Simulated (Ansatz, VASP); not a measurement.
# Rb: VASP beside Ansatz

```
CELL_PARAMETERS angstrom
4.68265 0.00000 0.00000
0.00000 4.68265 0.00000
0.00000 0.00000 4.68265
ATOMIC_POSITIONS crystal
Rb 0.00000 0.00000 0.00000
```

Alike in both runs: task single point; functional r2SCAN; k mesh 8 × 8 × 8; occupations fermi-dirac, width 0.1 eV; no spin polarisation.

```csv
,VASP,Ansatz
version,VASP 6.6.1,Ansatz 0.2.0
potentials or method,"VASP PAW PBE potentials, release 64 (Rb_sv), cutoff 550 eV","plane waves (500 eV) with PAW, scalar-relativistic"
valence electrons in the cell,9,9
```

```csv
,VASP,Ansatz,Ansatz less VASP
pressure (GPa),-0.1,-0.1,-0.01
```

VASP's potentials were made for PBE, not for r2SCAN.
